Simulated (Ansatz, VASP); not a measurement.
# Two plane-wave programs on AlAs

```
Al As
1.0
     0.00000    2.83730    2.83730
     2.83730    0.00000    2.83730
     2.83730    2.83730    0.00000
Al As
1 1
Direct
  0.00000 0.00000 0.00000
  0.25000 0.25000 0.25000
```

Alike in both runs: task single point; functional PBEsol; k mesh 8 × 8 × 8; occupations gaussian, width 0.02 eV; no spin polarisation.

```csv
,VASP,Ansatz
version,VASP 6.6.1,Ansatz 0.2.0
potentials or method,"VASP PAW PBE potentials, release 64 (Al, As), cutoff 500 eV","scalar-relativistic, plane waves, PAW"
valence electrons in the cell,8,18
```

|  | VASP | Ansatz | Ansatz less VASP |
| --- | --- | --- | --- |
| gap on the k mesh at the Fermi level (eV) | 1.33 | 1.34 | +0.011 |
| least direct gap on the mesh (eV) | 1.92 | 1.91 | -0.017 |
| pressure (GPa) | 0.3 | 0.0 | -0.27 |

VASP's potentials were made for PBE, not for PBEsol. VASP's potentials hold 8 valence electrons a cell and Ansatz's 18, so a difference there can come from the potentials and not from the codes.
